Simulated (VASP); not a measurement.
# SbSe2 (Pnnm) in VASP: single point with PBE

Aim: the single point of SbSe2 with PBE.

Program: VASP 6.6.1. These are calculated values, not measurements. Logs are shortened: lines on timing, memory, paths and dates and some standing lists are left out, and cuts for length are marked.

### Step 1. The cell of the first run

Symmetry: Pnnm, No. 58, orthorhombic system. The conventional cell has a = 6.345 Å, b = 6.566 Å, c = 3.977 Å, α = 90.00°, β = 90.00°, γ = 90.00°. Within 3.8 Å of Sb (site symmetry 2/m) lie 6 Se at 2.88 to 2.92 Å. Se (site symmetry m) has 1 Se at 2.77 Å and 3 Sb at 2.88 to 2.92 Å within 3.6 Å.

### Step 2. Single point, PBE

INCAR reads:

```
  ALGO = Normal
  EDIFF = 1E-6
  ENCUT = 520
  GGA = PE
  ISIF = 2
  ISMEAR = 0
  LASPH = True
  LCHARG = False
  LREAL = False
  LWAVE = False
  NBANDS = 26
  NELM = 60
  PREC = Accurate
  SIGMA = 0.1
```

KPOINTS reads:

```
k-points
0
Gamma
  6 6 10
```

POSCAR reads:

```
SbSe2
1.0
    6.5658009238      0.0000000000      0.0000000000
    0.0000000000      6.3451139849      0.0000000000
    0.0000000000      0.0000000000      3.9773705158
Sb Se
2 4
Direct
    0.5000000000      0.5000000000      0.5000000000
    0.0000000000      0.0000000000      0.0000000000
    0.3059049173      0.9148021028      0.5000000000
    0.8059049173      0.5851978972      0.0000000000
    0.6940950827      0.0851978972      0.5000000000
    0.1940950827      0.4148021028      0.0000000000
```

Potentials or basis: VASP PAW PBE potentials, release 64 (Sb, Se).

Started as:

```sh
> cat potpaw_PBE.64/Sb/POTCAR potpaw_PBE.64/Se/POTCAR > POTCAR
> mpirun -np 1 vasp_std > vasp.out
```

OUTCAR:

```text
EDIFF = 1E-6
   ENCUT = 520
   GGA = PE
   ISIF = 2
   ISMEAR = 0
   LASPH = True
   LREAL = False
   NELM = 60
   PREC = Accurate

 ion  position               nearest neighbor table
   1  0.500  0.500  0.500-   4 2.88   6 2.88   4 2.88   6 2.88   5 2.92   3 2.92
   2  0.000  0.000  0.000-   3 2.88   5 2.88   3 2.88   5 2.88   4 2.92   6 2.92
   3  0.306  0.915  0.500-   5 2.77   2 2.88   2 2.88   1 2.92
   4  0.806  0.585  0.000-   6 2.77   1 2.88   1 2.88   2 2.92
   5  0.694  0.085  0.500-   3 2.77   2 2.88   2 2.88   1 2.92
   6  0.194  0.415  0.000-   4 2.77   1 2.88   1 2.88   2 2.92

  LATTYP: Found a simple orthorhombic cell.
 ALAT       =     3.9773705158
 B/A-ratio  =     1.5953037213
 C/A-ratio  =     1.6507893589

  Lattice vectors:

 A1 = (   0.0000000000,   0.0000000000,  -3.9773705158)
 A2 = (   0.0000000000,   6.3451139849,   0.0000000000)
 A3 = (   6.5658009238,   0.0000000000,   0.0000000000)

Analysis of symmetry for initial positions (statically):
=====================================================================
 Subroutine PRICEL returns:
 Original cell was already a primitive cell.

 Routine SETGRP: Setting up the symmetry group for a
 simple orthorhombic supercell.

 Subroutine GETGRP returns: Found  8 space group operations
 (whereof  4 operations were pure point group operations)
 out of a pool of  8 trial point group operations.

The static configuration has the point symmetry C_2h.
 The point group associated with its full space group is D_2h.

Analysis of symmetry for dynamics (positions and initial velocities):
=====================================================================
 Subroutine PRICEL returns:
 Original cell was already a primitive cell.

 Routine SETGRP: Setting up the symmetry group for a
 simple orthorhombic supercell.

 Subroutine GETGRP returns: Found  8 space group operations
 (whereof  4 operations were pure point group operations)
 out of a pool of  8 trial point group operations.

The dynamic configuration has the point symmetry C_2h.
 The point group associated with its full space group is D_2h.

 Subroutine INISYM returns: Found  8 space group operations
 (whereof  4 operations are pure point group operations),
 and found     1 'primitive' translations

----------------------------------------------------------------------------------------

                                     Primitive cell

  volume of cell :     165.7003

  direct lattice vectors                    reciprocal lattice vectors
     6.565800924  0.000000000  0.000000000     0.152304344  0.000000000  0.000000000
     0.000000000  6.345113985  0.000000000     0.000000000  0.157601582  0.000000000
     0.000000000  0.000000000  3.977370516     0.000000000  0.000000000  0.251422390

  length of vectors
     6.565800924  6.345113985  3.977370516     0.152304344  0.157601582  0.251422390

  position of ions in fractional coordinates (direct lattice)
     0.500000000  0.500000000  0.500000000
     0.000000000  0.000000000  0.000000000
     0.305904917  0.914802103  0.500000000
     0.805904917  0.585197897  0.000000000
     0.694095083  0.085197897  0.500000000
     0.194095083  0.414802103  0.000000000

  ion indices of the primitive-cell ions
   primitive index   ion index
                 1           1
                 2           2
                 3           3
                 4           4
                 5           5
                 6           6

----------------------------------------------------------------------------------------

 KPOINTS: k-points

Automatic generation of k-mesh.
 Grid dimensions read from file:
 generate k-points for:    6    6   10

 Generating k-lattice:

  Cartesian coordinates                     Fractional coordinates (reciprocal lattice)
     0.025384057  0.000000000  0.000000000     0.166666667  0.000000000  0.000000000
     0.000000000  0.026266930  0.000000000     0.000000000  0.166666667  0.000000000
     0.000000000  0.000000000  0.025142239     0.000000000  0.000000000  0.100000000

  Length of vectors
     0.025384057  0.026266930  0.025142239

  Shift w.r.t. Gamma in fractional coordinates (k-lattice)
     0.000000000  0.000000000  0.000000000

 Subroutine IBZKPT returns following result:
 ===========================================

 Found     96 irreducible k-points:

 Following reciprocal coordinates:
            Coordinates               Weight
  0.000000  0.000000  0.000000      1.000000
  0.166667  0.000000  0.000000      2.000000
  0.333333  0.000000  0.000000      2.000000
  0.500000  0.000000  0.000000      1.000000
  0.000000  0.166667  0.000000      2.000000
  0.166667  0.166667  0.000000      4.000000
[... 16 lines left out ...]
  0.333333  0.166667  0.100000      8.000000
  0.500000  0.166667  0.100000      4.000000
 [... further k-points ...]
   k-points           NKPTS =     96   k-points in BZ     NKDIM =     96   number of bands    NBANDS=     26
   number of dos      NEDOS =    301   number of ions     NIONS =      6
   total plane-waves  NPLWV =  72000
   dimension x,y,z NGX =    50 NGY =   48 NGZ =   30
   dimension x,y,z NGXF=   100 NGYF=   96 NGZF=   60
   ions per type =               2   4
   NGX,Y,Z   is equivalent  to a cutoff of  12.66, 12.58, 12.54 a.u.
   NGXF,Y,Z  is equivalent  to a cutoff of  25.32, 25.15, 25.08 a.u.
 SYSTEM =  unknown system
   PREC   = accura    normal or accurate (medium, high low for compatibility)
   ISTART =      0    job   : 0-new  1-cont  2-samecut
   ICHARG =      2    charge: 1-file 2-atom 10-const
   ISPIN  =      1    spin polarized calculation?
   LNONCOLLINEAR =      F non collinear calculations
   LSORBIT =      F    spin-orbit coupling
   LASPH  =      T    aspherical Exc in radial PAW
   ENCUT  =  520.0 eV  38.22 Ry    6.18 a.u.  12.21 11.80  7.40*2*pi/ulx,y,z
   NELM   =     60;   NELMIN=  2; NELMDL= -5     # of ELM steps
   EDIFF  = 0.1E-05   stopping-criterion for ELM
   LREAL  =      F    real-space projection
   EDIFFG = 0.1E-04   stopping-criterion for IOM
   NSW    =      0    number of steps for IOM
   IBRION =     -1    ionic relax: 0-MD 1-quasi-New 2-CG
   NFREE  =      0    steps in history (QN), initial steepest desc. (CG)
   ISIF   =      2    stress and relaxation
   ISYM   =      2    0-nonsym 1-usesym 2-fastsym
   POTIM  = 0.5000    time-step for ionic-motion
   TEBEG  =    0.0;   TEEND  =   0.0 temperature during run
   PSTRESS=    0.0 pullay stress
   NELECT =      34.0000    total number of electrons
   NUPDOWN=      -1.0000    fix difference up-down
   EMIN   =  10.00;   EMAX   =-10.00  energy-range for DOS
   EFERMI =   0.00;   METHOD = LEGACY
   ISMEAR =     0;   SIGMA  =   0.10  broadening in eV -4-tet -1-fermi 0-gaus
   EFERMI_NEDOS =   21; number of points for ismear=-14 and -15
   IALGO  =     38    algorithm
   IMIX   =      4    mixing-type and parameters
     AMIX     =   0.40;   BMIX     =  1.00
     AMIX_MAG =   1.60;   BMIX_MAG =  1.00
  volume/ion in A,a.u.               =      27.62       186.37
  Fermi-wavevector in a.u.,A,eV,Ry     =   0.965591  1.824703 12.685621  0.932367
  Thomas-Fermi vector in A             =   2.095321
   LORBIT       =      0    0 simple, 1 ext, 2 COOP (PROOUT), +10 PAW based schemes
   GGA     = PE    functional components
   LHFCALC =     F    Hartree Fock is set to
   AEXX    =    0.0000 exact exchange contribution
   IVDW    =     0    specifies the selected vdW correction
   LEPSILON=     F    determine dielectric tensor
   LRPA    =     F    only Hartree local field effects (RPA)
 non-spin polarized calculation
 Gauss-broadening in eV      SIGMA  =   0.10
  energy-cutoff  :      520.00
  volume of cell :      165.70
 maximum number of plane-waves:      4508
 NGX is ok and might be reduce to    50
   NGX = 25   NGY = 23   NGZ = 15

 number of electron      33.9999999 magnetization

 Free energy of the ion-electron system (eV)
  ---------------------------------------------------
  ext. energy  EPLUGINS =         0.00000000
  ---------------------------------------------------
  free energy    TOTEN  =       -22.52871877 eV

  energy without entropy =      -22.50640344  energy(sigma->0) =      -22.51756110

 E-fermi :   4.3845     XC(G=0):  -9.2394

 val. band max:        4.3819607254   @ k =   0.5000   0.3333   0.3000
 cond. band min:       4.3859332946   @ k =   0.0000   0.0000   0.3000
 fundamental gap:      0.0039725692
 Fermi energy:         4.3844781823

 k-point     1 :       0.0000    0.0000    0.0000
  band No.  band energies     occupation
      1      -9.9604      2.00000
      2      -8.6646      2.00000
      3      -8.1521      2.00000
      4      -7.6269      2.00000
      5      -5.4955      2.00000
      6      -3.5345      2.00000
[... 18 lines left out ...]
     25       9.0173      0.00000
     26       9.9158      0.00000

 k-point     2 :       0.1667    0.0000    0.0000
  band No.  band energies     occupation
      1      -9.8874      2.00000
      2      -8.6718      2.00000
      3      -8.3011      2.00000
      4      -7.7051      2.00000
      5      -5.2177      2.00000
      6      -3.5730      2.00000
[... 18 lines left out ...]
     25       9.2904      0.00000
     26      10.0220      0.00000

 k-point     3 :       0.3333    0.0000    0.0000
  band No.  band energies     occupation
      1      -9.6730      2.00000
      2      -8.9273      2.00000
      3      -8.3318      2.00000
      4      -7.9031      2.00000
      5      -4.6181      2.00000
      6      -3.7126      2.00000
[... 18 lines left out ...]
     25       9.7844      0.00000
     26      10.1586      0.00000

 k-point     4 :       0.5000    0.0000    0.0000
  band No.  band energies     occupation
      1      -9.3350      2.00000
      2      -9.3350      2.00000
      3      -8.1412      2.00000
      4      -8.1412      2.00000
      5      -4.0494      2.00000
      6      -4.0494      2.00000
[... 18 lines left out ...]
     25      10.0956      0.00000
     26      10.0956      0.00000
[... 496 lines left out ...]
      1      -9.7682      2.00000
      2      -8.7385      2.00000
      3      -8.2475      2.00000
      4      -7.7326      2.00000
      5      -5.1005      2.00000
      6      -3.7482      2.00000
[... 18 lines left out ...]
     25       9.5619      0.00000
     26      10.3114      0.00000

 k-point    23 :       0.3333    0.1667    0.1000
  band No.  band energies     occupation
      1      -9.5593      2.00000
      2      -8.8661      2.00000
      3      -8.3828      2.00000
      4      -7.9489      2.00000
      5      -4.5501      2.00000
      6      -3.7889      2.00000
[... 18 lines left out ...]
     25       9.9385      0.00000
     26      10.4000      0.00000

 k-point    24 :       0.5000    0.1667    0.1000
  band No.  band energies     occupation
      1      -9.2338      2.00000
      2      -9.2338      2.00000
      3      -8.2044      2.00000
      4      -8.2044      2.00000
      5      -4.0432      2.00000
      6      -4.0432      2.00000
[... 18 lines left out ...]
     25      10.2706      0.00000
     26      10.2706      0.00000

 [... further k-points ...]
[... 5 lines left out ...]
  --------------------------------------------------------------------------------------
  -------------------------------------------------------------------------------------
  Total       -0.0553445     -0.0116482     -0.0907066     -0.0000000      0.0000000      0.0000000
  in kB       -0.5351329     -0.1126281     -0.8770535     -0.0000000      0.0000000      0.0000000
  external PRESSURE =      -0.5082715 kB  Pullay stress =       0.0000000 kB

 VOLUME and BASIS-vectors are now :
 -----------------------------------------------------------------------------
  energy-cutoff  :      520.00
  volume of cell :      165.70
      direct lattice vectors                 reciprocal lattice vectors
     6.565800924  0.000000000  0.000000000     0.152304344  0.000000000  0.000000000
     0.000000000  6.345113985  0.000000000     0.000000000  0.157601582  0.000000000
     0.000000000  0.000000000  3.977370516     0.000000000  0.000000000  0.251422390

 POSITION                                       TOTAL-FORCE (eV/Angst)
 -----------------------------------------------------------------------------------
      3.28290      3.17256      1.98869         0.000000      0.000000      0.000000
      0.00000      0.00000      0.00000         0.000000      0.000000      0.000000
      2.00851      5.80452      1.98869        -0.004256      0.007610      0.000000
      5.29141      3.71315      0.00000        -0.004256     -0.007610      0.000000
      4.55729      0.54059      1.98869         0.004256     -0.007610     -0.000000
      1.27439      2.63197      0.00000         0.004256      0.007610      0.000000
 -----------------------------------------------------------------------------------
    total drift:                                0.000000     -0.000000      0.000000

  FREE ENERGIE OF THE ION-ELECTRON SYSTEM (eV)
  ---------------------------------------------------
  free  energy   TOTEN  =       -22.5287187686 eV

  energy  without entropy=      -22.5064034362  energy(sigma->0) =      -22.51756110
```

Run time: 2 min. Hardware: 1 thread of Intel Xeon 6975P-C (Granite Rapids), shared host; peak memory 0.49 GiB.

Results:

```
Free energy            : -22.5287 eV
Pressure               : -0.1 GPa
Largest force          : 0.009 eV/Å
Band gap on the k mesh : zero (band 17 reaches 5.38 eV, above the bottom of band 18 at 3.66 eV)
```

Forces in eV/Å, atoms in the order of the input:
```
Sb   0.000  0.000  0.000
Sb   0.000  0.000  0.000
Se  -0.004  0.008  0.000
Se  -0.004 -0.008  0.000
Se   0.004 -0.008  0.000
Se   0.004  0.008  0.000
```

Caveat: spin-orbit coupling is left out, which moves the levels of the heavy elements.
